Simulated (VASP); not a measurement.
Wanted: the native input for a VASP 6.6.1 run.

```yaml
Task: single point
Functional: LDA
Potentials_or_basis: VASP PAW LDA potentials, release 64 (Pb_d, F)
Cutoff: 520 eV
k_mesh: 8 × 8 × 8
Occupations: gaussian, width 0.05 eV
Spin: no spin polarisation
Dipole_correction: no
Further_INCAR_settings: ALGO = Normal; EDIFF = 1e-06; NBANDS = 21
```

The structure of PbF2 lies in POSCAR:

```
PbF2
1.0
    0.0000000000      2.9921238750      2.9921238750
    2.9698500000      0.0222738750      2.9698500000
    2.9698500000      2.9698500000      0.0222738750
Pb F
1 2
Direct
    0.0000000000      0.0000000000      0.0000000000
    0.2500000000      0.2500000000      0.2500000000
    0.7500000000      0.7500000000      0.7500000000
```

This cell differs from its parent crystal: strain +0.0150 x Voigt [0, 0, 0, 1, 0, 0].

The input as run:

INCAR

```
SYSTEM = PbF2
PREC = Accurate ; ENCUT = 520
EDIFF = 1E-6 ; ISMEAR = 0
SIGMA = 0.05 ; LREAL = .False.
LASPH = .True. ; NELM = 60
ALGO = Normal ; ISIF = 2
LWAVE = .False. ; LCHARG = .True.
GGA = CA ; LELF = .True.
LVHAR = .True. ; NBANDS = 21
```

KPOINTS

```
Automatic mesh
0
Gamma
  8 8 8
  0 0 0
```

Potentials or basis: VASP PAW LDA potentials, release 64 (Pb_d, F).

The run is started by

```sh
$ cat potpaw_LDA.64/Pb_d/POTCAR potpaw_LDA.64/F/POTCAR > POTCAR
$ mpirun -np 1 vasp_std > vasp.out
```

It gave:

```
Pressure               : -4.9 GPa
Largest force          : 0.028 eV/Å
Band gap on the k mesh : 4.22 eV (least direct gap 4.38 eV)
```

Caveat: the cell differs from its parent crystal (strain +0.0150 x Voigt [0, 0, 0, 1, 0, 0]); the cell stands under tension; spin-orbit coupling is left out, which moves the levels of the heavy elements.

It took 110 s on 1 thread of Intel Xeon 8259CL (shared host), peak memory 0.22 GiB.
